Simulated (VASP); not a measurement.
The system is K.

```
K
1.0
     3.67229    0.00000    0.00000
    -1.83614    3.18030    0.00000
     0.00000    0.00000    6.00423
K
2
Direct
  0.33333 0.66667 0.25000
  0.66667 0.33333 0.75000
```

This isn't the form of K at room conditions, which is bcc.

- Program: VASP 6.6.1
- Task: relaxation of cell and atoms
- Functional: r2SCAN
- Potentials or basis: VASP PAW PBE potentials, release 64 (K_sv)
- Cutoff: 600 eV
- k mesh: 6 × 6 × 4
- Occupations: gaussian, width 0.1 eV
- Spin: no spin polarisation

At the start: pressure 11.2 GPa; volume 35.06 Å³/atom.

**Question.** Where does the relaxation end?

**Answer.** Over 6 steps the energy falls by 787.8 meV/atom and the volume is 75.56 Å³/atom (+115.5 %); space group P6_3/mmc (No. 194, to 0.1 Å) before and after.

Step by step:
```tsv
step	energy change (eV)	largest force (eV/Å)	pressure (GPa)	volume (Å³)
1	0.0000	0.0000	11.18	70.12
2	-1.1500	0.0000	3.52	97.99
3	-1.4975	0.0000	1.06	124.45
4	-1.4824	0.0000	-0.64	190.84
5	-1.5734	0.0000	-0.13	156.68
6	-1.5757	0.0000	-0.01	151.11
```

Final structure:
```yaml
crystal:
  lattice:
    - [4.76870, 0.00000, 0.00000]
    - [-2.38435, 4.12981, 0.00000]
    - [0.00000, 0.00000, 7.67307]
  atoms:
    - { symbol: K, position: [0.33333, 0.66667, 0.25000] }
    - { symbol: K, position: [0.66667, 0.33333, 0.75000] }
```

Caveat: the volume moved by over 15 % at a fixed basis, so the end points are rough; the PAW data sets were made with another functional, which shifts forces and pressure a little.
